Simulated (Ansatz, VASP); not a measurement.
# Two plane-wave programs on SnO2

File INCAR:

```
SYSTEM = SnO2
ALGO = Normal ; EDIFF = 1E-7
ENCUT = 520 ; ISIF = 2
ISMEAR = 0 ; LASPH = .TRUE.
LCHARG = .FALSE. ; LREAL = .FALSE.
LWAVE = .FALSE. ; NBANDS = 35
NELM = 100 ; PREC = Accurate
SIGMA = 0.05
```

KPOINTS

```
k-points
0
G
  6 6 8
  0 0 0
```

The input POSCAR:

```
SnO2
1.0
    4.8820573695      0.0000000000      0.0000000000
    0.0000000000      4.8826571076      0.0000000000
    0.0000000000      0.0000000000      3.2983446198
Sn O
2 4
Direct
    0.5000000000      0.5000000000      0.5000000000
    0.0000000000      0.0000000000      0.0000000000
    0.3059833077      0.3191552360      0.0000000000
    0.8059833077      0.1808447640      0.5000000000
    0.1940166923      0.8191552360      0.5000000000
    0.6940166923      0.6808447640      0.0000000000
```

Input for Ansatz:

```yaml
crystal:
  lattice:
    - [4.8820573695, 0.0, 0.0]
    - [0.0, 4.8826571076, 0.0]
    - [0.0, 0.0, 3.2983446198]
  atoms:
    - { symbol: Sn, position: [0.5, 0.5, 0.5] }
    - { symbol: Sn, position: [0.0, 0.0, 0.0] }
    - { symbol: O, position: [0.3059833077, 0.319155236, 0.0] }
    - { symbol: O, position: [0.8059833077, 0.180844764, 0.5] }
    - { symbol: O, position: [0.1940166923, 0.819155236, 0.5] }
    - { symbol: O, position: [0.6940166923, 0.680844764, 0.0] }
basis:
  ecutwfc: 520.0
kpoints:
  mp_grid: { grid: [6, 6, 8] }
hamiltonian:
  xc: lda
scf:
  occupations: { method: gaussian, width: 0.05 }
output:
  forces: true
  stress: true
  eigenvalues: true
```

Alike in both runs: task single point; functional LDA; k mesh 6 × 6 × 8; occupations gaussian, width 0.05 eV; no spin polarisation.

|  | VASP | Ansatz |
| --- | --- | --- |
| version | VASP 6.6.1 | Ansatz 0.2.0 |
| potentials or method | VASP PAW LDA potentials, release 64 (Sn_d, O), cutoff 520 eV | scalar-relativistic, plane waves, PAW |
| valence electrons in the cell | 52 | 52 |

Ansatz gave:

* gap on the k mesh at the Fermi level (eV): 0.26
* least direct gap on the mesh (eV): 0.26
* pressure (GPa): -15.6
* traceless stress, the component that is largest in VASP (GPa): -3.56
* rms of the force components (eV/Å): 0.214

Task: Estimate VASP's values.

Result: gap on the k mesh at the Fermi level (eV): 0.28; least direct gap on the mesh (eV): 0.28; pressure (GPa): -14.9; traceless stress, the component that is largest in VASP (GPa): -3.19; rms of the force components (eV/Å): 0.229.

LDA's correlation is that of Perdew and Zunger in VASP and of Perdew and Wang (1992) in Ansatz. Atom by atom the forces differ by 0.015 eV/Å (rms over components).
